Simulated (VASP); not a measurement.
# Sb (I4/mmm) in VASP: a series of runs

Sb is run at these levels: r2SCAN; tasks: single point.

Program: VASP 6.6.1. These are calculated values, not measurements. Logs are shortened: lines on timing, memory, paths and dates and some standing lists are left out, and cuts for length are marked.

## Step 1: The cell of the first run

Symmetry: I4/mmm, No. 139, tetragonal system. Conventional cell: a = 3.743 Å, b = 3.743 Å, c = 3.443 Å, α = 90.00°, β = 90.00°, γ = 90.00°. Sb (site symmetry 4/mmm) has 14 Sb at 3.16 to 3.74 Å within 4.2 Å.

## Step 2: Single point, r2SCAN (strain +0.000 along x and y, -0.080 along z)

POSCAR

```
Sb
1.0
   -1.8713408863      1.8713408863      1.7216336154
    1.8713408863     -1.8713408863      1.7216336154
    1.8713408863      1.8713408863     -1.7216336154
Sb
1
Direct
    0.0000000000      0.0000000000      0.0000000000
```

INCAR.step1

```
SYSTEM = Sb
PREC = Accurate ; ENCUT = 520
ISMEAR = 0 ; SIGMA = 0.15
LREAL = .FALSE. ; LASPH = .TRUE.
NELM = 100 ; NBANDS = 8
GGA = PE ; ALGO = Normal
EDIFF = 1E-4 ; LWAVE = .TRUE.
LCHARG = .FALSE.
```

INCAR.step2

```
SYSTEM = Sb
PREC = Accurate ; ENCUT = 520
EDIFF = 1E-6 ; ISMEAR = 0
SIGMA = 0.15 ; LREAL = .FALSE.
LASPH = .TRUE. ; NELM = 100
ALGO = Normal ; ISIF = 2
LWAVE = .FALSE. ; LCHARG = .FALSE.
METAGGA = R2SCAN ; LMIXTAU = .TRUE.
NBANDS = 8 ; ISTART = 1
```

KPOINTS

```
Automatic mesh
0
G
  18 18 18
  0 0 0
```

Potentials or basis: VASP PAW PBE potentials, release 64 (Sb).

Run with:

```
$ cat potpaw_PBE.64/Sb/POTCAR > POTCAR
$ cp INCAR.step1 INCAR
$ mpirun -np 1 vasp_std > vasp.out
$ cp INCAR.step2 INCAR
$ mpirun -np 1 vasp_std > vasp.out
```

OUTCAR:

```text
SYSTEM = Sb
   PREC = Accurate
   ENCUT = 520
   EDIFF = 1E-6
   ISMEAR = 0
   LREAL = .FALSE.
   LASPH = .TRUE.
   NELM = 100
   ISIF = 2
   METAGGA = R2SCAN
   ISTART = 1

 ion  position               nearest neighbor table
   1  0.000  0.000  0.000-

  LATTYP: Found a body centered tetragonal cell.
 ALAT       =     3.7426817726
 C/A-ratio  =     0.9200000000

  Lattice vectors:

 A1 = (  -1.8713408863,   1.8713408863,   1.7216336154)
 A2 = (   1.8713408863,  -1.8713408863,   1.7216336154)
 A3 = (   1.8713408863,   1.8713408863,  -1.7216336154)

Analysis of symmetry for initial positions (statically):
=====================================================================
 Subroutine PRICEL returns:
 Original cell was already a primitive cell.

 Routine SETGRP: Setting up the symmetry group for a
 body centered tetragonal supercell.

 Subroutine GETGRP returns: Found 16 space group operations
 (whereof 16 operations were pure point group operations)
 out of a pool of 16 trial point group operations.

The static configuration has the point symmetry D_4h.

Analysis of symmetry for dynamics (positions and initial velocities):
=====================================================================
 Subroutine PRICEL returns:
 Original cell was already a primitive cell.

 Routine SETGRP: Setting up the symmetry group for a
 body centered tetragonal supercell.

 Subroutine GETGRP returns: Found 16 space group operations
 (whereof 16 operations were pure point group operations)
 out of a pool of 16 trial point group operations.

The dynamic configuration has the point symmetry D_4h.

 Subroutine INISYM returns: Found 16 space group operations
 (whereof 16 operations are pure point group operations),
 and found     1 'primitive' translations

----------------------------------------------------------------------------------------

                                     Primitive cell

  volume of cell :      24.1161

  direct lattice vectors                    reciprocal lattice vectors
    -1.871340886  1.871340886  1.721633615     0.000000000  0.267188092  0.290421839
     1.871340886 -1.871340886  1.721633615     0.267188092  0.000000000  0.290421839
     1.871340886  1.871340886 -1.721633615     0.267188092  0.267188092  0.000000000

  length of vectors
     3.157191114  3.157191114  3.157191114     0.394631880  0.394631880  0.377861023

  position of ions in fractional coordinates (direct lattice)
     0.000000000  0.000000000  0.000000000

  ion indices of the primitive-cell ions
   primitive index   ion index
                 1           1

----------------------------------------------------------------------------------------

 KPOINTS: Automatic mesh

Automatic generation of k-mesh.
 Grid dimensions read from file:
 generate k-points for:   18   18   18

 Generating k-lattice:

  Cartesian coordinates                     Fractional coordinates (reciprocal lattice)
     0.000000000  0.014843783  0.016134547     0.055555556 -0.000000000  0.000000000
     0.014843783  0.000000000  0.016134547    -0.000000000  0.055555556  0.000000000
     0.014843783  0.014843783  0.000000000     0.000000000  0.000000000  0.055555556

  Length of vectors
     0.021923993  0.021923993  0.020992279

  Shift w.r.t. Gamma in fractional coordinates (k-lattice)
     0.000000000  0.000000000  0.000000000

 Subroutine IBZKPT returns following result:
 ===========================================

 Found    480 irreducible k-points:

 Following reciprocal coordinates:
            Coordinates               Weight
  0.000000  0.000000  0.000000      1.000000
  0.055556 -0.000000  0.000000      8.000000
  0.111111 -0.000000  0.000000      8.000000
  0.166667 -0.000000  0.000000      8.000000
  0.222222  0.000000 -0.000000      8.000000
  0.277778 -0.000000  0.000000      8.000000
[... 16 lines left out ...]
 -0.277778  0.055556 -0.000000     16.000000
 -0.222222  0.055556  0.000000     16.000000
 [... further k-points ...]
   k-points           NKPTS =    480   k-points in BZ     NKDIM =    480   number of bands    NBANDS=      8
   number of dos      NEDOS =    301   number of ions     NIONS =      1
   total plane-waves  NPLWV =  13824
   dimension x,y,z NGX =    24 NGY =   24 NGZ =   24
   dimension x,y,z NGXF=    48 NGYF=   48 NGZF=   48
   ions per type =               1
   NGX,Y,Z   is equivalent  to a cutoff of  12.64, 12.64, 12.64 a.u.
   NGXF,Y,Z  is equivalent  to a cutoff of  25.28, 25.28, 25.28 a.u.
 SYSTEM =  Sb
   PREC   = accura    normal or accurate (medium, high low for compatibility)
   ISTART =      1    job   : 0-new  1-cont  2-samecut
   ICHARG =      0    charge: 1-file 2-atom 10-const
   ISPIN  =      1    spin polarized calculation?
   LNONCOLLINEAR =      F non collinear calculations
   LSORBIT =      F    spin-orbit coupling
   LASPH  =      T    aspherical Exc in radial PAW
   ENCUT  =  520.0 eV  38.22 Ry    6.18 a.u.   5.87  5.87  5.87*2*pi/ulx,y,z
   NELM   =    100;   NELMIN=  2; NELMDL=  0     # of ELM steps
   EDIFF  = 0.1E-05   stopping-criterion for ELM
   LREAL  =      F    real-space projection
   EDIFFG = 0.1E-04   stopping-criterion for IOM
   NSW    =      0    number of steps for IOM
   IBRION =     -1    ionic relax: 0-MD 1-quasi-New 2-CG
   NFREE  =      0    steps in history (QN), initial steepest desc. (CG)
   ISIF   =      2    stress and relaxation
   ISYM   =      2    0-nonsym 1-usesym 2-fastsym
   POTIM  = 0.5000    time-step for ionic-motion
   TEBEG  =    0.0;   TEEND  =   0.0 temperature during run
   PSTRESS=    0.0 pullay stress
   NELECT =       5.0000    total number of electrons
   NUPDOWN=      -1.0000    fix difference up-down
   EMIN   =  10.00;   EMAX   =-10.00  energy-range for DOS
   EFERMI =   0.00;   METHOD = LEGACY
   ISMEAR =     0;   SIGMA  =   0.15  broadening in eV -4-tet -1-fermi 0-gaus
   EFERMI_NEDOS =   21; number of points for ismear=-14 and -15
   IALGO  =     38    algorithm
   IMIX   =      4    mixing-type and parameters
     AMIX     =   0.40;   BMIX     =  1.00
     AMIX_MAG =   1.60;   BMIX_MAG =  1.00
  volume/ion in A,a.u.               =      24.12       162.74
  Fermi-wavevector in a.u.,A,eV,Ry     =   0.968938  1.831027 12.773705  0.938841
  Thomas-Fermi vector in A             =   2.098949
   LORBIT       =      0    0 simple, 1 ext, 2 COOP (PROOUT), +10 PAW based schemes
   METAGGA = R2SCAN    functional components
   LHFCALC =     F    Hartree Fock is set to
   AEXX    =    0.0000 exact exchange contribution
   IVDW    =     0    specifies the selected vdW correction
   LEPSILON=     F    determine dielectric tensor
   LRPA    =     F    only Hartree local field effects (RPA)
 non-spin polarized calculation
 Gauss-broadening in eV      SIGMA  =   0.15
  energy-cutoff  :      520.00
  volume of cell :       24.12
 maximum number of plane-waves:       668
   NGX = 11   NGY = 11   NGZ = 11

 number of electron       4.9999999 magnetization

 Free energy of the ion-electron system (eV)
  ---------------------------------------------------
  ext. energy  EPLUGINS =         0.00000000
  ---------------------------------------------------
  free energy    TOTEN  =       -25.26189356 eV

  energy without entropy =      -25.25535430  energy(sigma->0) =      -25.25862393

 E-fermi :   9.9377     XC(G=0): -11.3175

 val. band max:        9.9329524853   @ k =  -0.3333   0.3889   0.2222
 cond. band min:       9.9416483319   @ k =  -0.1667   0.3889   0.1667
 fundamental gap:      0.0086958466
 Fermi energy:         9.9377092792

 k-point     1 :       0.0000    0.0000    0.0000
  band No.  band energies     occupation
      1      -4.5194      2.00000
      2      16.3657      0.00000
      3      16.3657      0.00000
      4      17.1365      0.00000
      5      20.3466      0.00000
      6      21.9096      0.00000
      7      21.9096      0.00000
      8      22.4229      0.00000

 k-point     2 :       0.0556   -0.0000    0.0000
  band No.  band energies     occupation
      1      -4.4411      2.00000
      2      16.0191      0.00000
      3      16.0450      0.00000
      4      16.7861      0.00000
      5      20.3589      0.00000
      6      21.0310      0.00000
      7      21.5102      0.00000
      8      22.4198      0.00000

 k-point     3 :       0.1111   -0.0000    0.0000
  band No.  band energies     occupation
      1      -4.2062      2.00000
      2      14.7556      0.00000
      3      15.3152      0.00000
      4      16.2585      0.00000
      5      19.7665      0.00000
      6      20.0468      0.00000
      7      22.1364      0.00000
      8      22.3464      0.00000

 k-point     4 :       0.1667   -0.0000    0.0000
  band No.  band energies     occupation
      1      -3.8152      2.00000
      2      12.9432      0.00000
      3      14.4722      0.00000
      4      15.7409      0.00000
      5      19.0217      0.00000
      6      19.2276      0.00000
      7      22.3006      0.00000
      8      23.2845      0.00000

 k-point     5 :       0.2222    0.0000   -0.0000
  band No.  band energies     occupation
      1      -3.2697      2.00000
      2      10.9838      0.00000
      3      13.6587      0.00000
      4      15.2205      0.00000
      5      18.3613      0.00000
      6      18.5364      0.00000
      7      22.4820      0.00000
      8      24.0325      0.00000

 k-point     6 :       0.2778   -0.0000    0.0000
  band No.  band energies     occupation
      1      -2.5729      2.00000
      2       9.0400      2.00000
      3      12.9406      0.00000
      4      14.7409      0.00000
      5      17.8163      0.00000
      6      17.9692      0.00000
      7      22.8454      0.00000
      8      24.6846      0.00000

 k-point     7 :       0.3333   -0.0000    0.0000
  band No.  band energies     occupation
      1      -1.7333      2.00000
      2       7.1896      2.00000
      3      12.3541      0.00000
      4      14.3379      0.00000
      5      17.3924      0.00000
      6      17.5294      0.00000
      7      23.3477      0.00000
      8      25.4476      0.00000
[... 133 lines left out ...]
 k-point    20 :      -0.4444    0.0556    0.0000
  band No.  band energies     occupation
      1      -0.2680      2.00000
      2       4.8426      2.00000
      3      11.3589      0.00000
      4      13.5510      0.00000
      5      17.1276      0.00000
      6      17.9479      0.00000
      7      25.1028      0.00000
      8      26.0106      0.00000

 k-point    21 :      -0.3889    0.0556   -0.0000
  band No.  band energies     occupation
      1      -1.2572      2.00000
      2       6.4341      2.00000
      3      11.6736      0.00000
      4      13.8234      0.00000
      5      17.3469      0.00000
      6      18.2538      0.00000
      7      24.3492      0.00000
      8      25.2733      0.00000

 k-point    22 :      -0.3333    0.0556   -0.0000
  band No.  band energies     occupation
      1      -2.1541      2.00000
      2       8.2054      2.00000
      3      12.1553      0.00000
      4      14.2161      0.00000
      5      17.6924      0.00000
      6      18.6604      0.00000
      7      23.5755      0.00000
      8      24.6832      0.00000

 k-point    23 :      -0.2778    0.0556   -0.0000
  band No.  band energies     occupation
      1      -2.9165      2.00000
      2      10.0768      0.18983
      3      12.8006      0.00000
      4      14.7105      0.00000
      5      18.1687      0.00000
      6      19.1464      0.00000
      7      22.9074      0.00000
      8      24.2356      0.00000

 k-point    24 :      -0.2222    0.0556    0.0000
  band No.  band energies     occupation
      1      -3.5310      2.00000
      2      11.9453      0.00000
      3      13.6265      0.00000
      4      15.2732      0.00000
      5      18.7830      0.00000
      6      19.6650      0.00000
      7      22.4158      0.00000
      8      23.8958      0.00000

 [... further k-points ...]

------------------------ aborting loop because EDIFF is reached ----------------------------------------

  FORCE on cell =-STRESS in cart. coord.  units (eV):
  Direction    XX          YY          ZZ          XY          YZ          ZX
  --------------------------------------------------------------------------------------
  -------------------------------------------------------------------------------------
  Total        1.1996520      1.1996520      1.7740749      0.0000000     -0.0000000      0.0000000
  in kB       79.7001839     79.7001839    117.8625960      0.0000000     -0.0000000      0.0000000
  external PRESSURE =      92.4209879 kB  Pullay stress =       0.0000000 kB

 VOLUME and BASIS-vectors are now :
 -----------------------------------------------------------------------------
  energy-cutoff  :      520.00
  volume of cell :       24.12
      direct lattice vectors                 reciprocal lattice vectors
    -1.871340886  1.871340886  1.721633615     0.000000000  0.267188092  0.290421839
     1.871340886 -1.871340886  1.721633615     0.267188092  0.000000000  0.290421839
     1.871340886  1.871340886 -1.721633615     0.267188092  0.267188092  0.000000000

 POSITION                                       TOTAL-FORCE (eV/Angst)
 -----------------------------------------------------------------------------------
      0.00000      0.00000      0.00000        -0.000000      0.000000      0.000000
 -----------------------------------------------------------------------------------
    total drift:                                0.000000      0.000000      0.000000

  FREE ENERGIE OF THE ION-ELECTRON SYSTEM (eV)
  ---------------------------------------------------
  free  energy   TOTEN  =       -25.2618935581 eV

  energy  without entropy=      -25.2553543022  energy(sigma->0) =      -25.25862393
```

Wall time 3.4 min (1 thread of Intel Xeon 8259CL, shared host); peak memory 0.22 GiB.

Results:

- Free energy: -25.2619 eV
- Pressure: 9.2 GPa
- Band gap on the k mesh: zero (an odd number of electrons rules out a gap without spin polarisation)

Stress tensor (GPa, compression positive):
```
 7.97  0.00  0.00
 0.00  7.97  0.00
 0.00  0.00 11.79
```

Levels at points of the mesh, in eV from the Fermi level:
```tsv
k point	band 1	band 2	band 3	band 4	band 5	band 6
(0.00, 0.00, 0.00)	-14.46	6.43	6.43	7.20	10.41	11.97
(0.50, 0.00, 0.00)	-9.16	-6.60	1.63	3.85	6.91	7.03
(0.50, 0.50, 0.00)	-9.82	-6.81	2.81	5.47	8.23	8.41
(0.50, 0.50, 0.50)	-5.24	-3.06	-3.06	-1.23	2.73	3.63
```

Caveat: the cell differs from its parent crystal (strain +0.000 along x and y, -0.080 along z); the cell stands under pressure; the PAW data sets were made with another functional, which shifts forces and pressure a little; spin-orbit coupling is left out, which moves the levels of the heavy elements.

(Part 1 of 3 ends here.)

The gap in the log of VASP goes by the Fermi energy; the results here count the filled bands.